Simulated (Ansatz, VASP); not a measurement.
# Two plane-wave programs on Pb

POSCAR

```
Pb
1.0
    3.4800000000      0.0000000000      0.0000000000
   -1.7400000000      3.0137684052      0.0000000000
    0.0000000000      0.0000000000      5.5900000000
Pb
2
Direct
    0.3333333333      0.6666666667      0.2500000000
    0.6666666667      0.3333333333      0.7500000000
```

INCAR.step1

```
SYSTEM = Pb
ALGO = Normal
EDIFF = 1E-4
ENCUT = 520
GGA = PE
ISMEAR = 0
LASPH = .True.
LCHARG = .False.
LREAL = .False.
LWAVE = .True.
NBANDS = 21
NELM = 100
PREC = Accurate
SIGMA = 0.1
```

The input INCAR.step2:

```
SYSTEM = Pb
ALGO = Normal
EDIFF = 1E-7
ENCUT = 520
ISIF = 2
ISMEAR = 0
ISTART = 1
LASPH = .True.
LCHARG = .True.
LELF = .True.
LMIXTAU = .True.
LREAL = .False.
LVHAR = .True.
LWAVE = .False.
METAGGA = R2SCAN
NBANDS = 21
NELM = 100
PREC = Accurate
SIGMA = 0.1
```

File KPOINTS:

```
k-points
0
Gamma
  6 6 4
  0 0 0
```

Input for Ansatz:

```yaml
crystal:
  lattice:
    - [3.48, 0.0, 0.0]
    - [-1.74, 3.0137684052, 0.0]
    - [0.0, 0.0, 5.59]
  atoms:
    - { symbol: Pb, position: [0.3333333333, 0.6666666667, 0.25] }
    - { symbol: Pb, position: [0.6666666667, 0.3333333333, 0.75] }
basis:
  ecutwfc: 500
kpoints:
  mp_grid: { grid: [6, 6, 4] }
hamiltonian:
  xc: r2scan
scf:
  occupations: { method: gaussian, width: 0.1 }
output:
  forces: true
  stress: true
  eigenvalues: true
```

Alike in both runs: task single point; functional r2SCAN; k mesh 6 × 6 × 4; occupations gaussian, width 0.1 eV; no spin polarisation.

|  | VASP | Ansatz |
| --- | --- | --- |
| version | VASP 6.6.1 | Ansatz 0.2.0 |
| potentials or method | VASP PAW PBE potentials, release 64 (Pb_d), cutoff 520 eV | scalar-relativistic, plane waves, PAW |
| valence electrons in the cell | 28 | 28 |

Ansatz gave:

| Property | Result |
| --- | --- |
| gap on the k mesh at the Fermi level (eV) | none |
| pressure (GPa) | 3.3 |
| traceless stress, the component that is largest in VASP (GPa) | -1.41 |

What did VASP give for the same quantities?

gap on the k mesh at the Fermi level (eV): none; pressure (GPa): 3.3; traceless stress, the component that is largest in VASP (GPa): -1.39.

VASP's potentials were made for PBE, not for r2SCAN. A gap of «none» marks a metal or a gap that the smearing closes.

Spin-orbit coupling is off throughout.
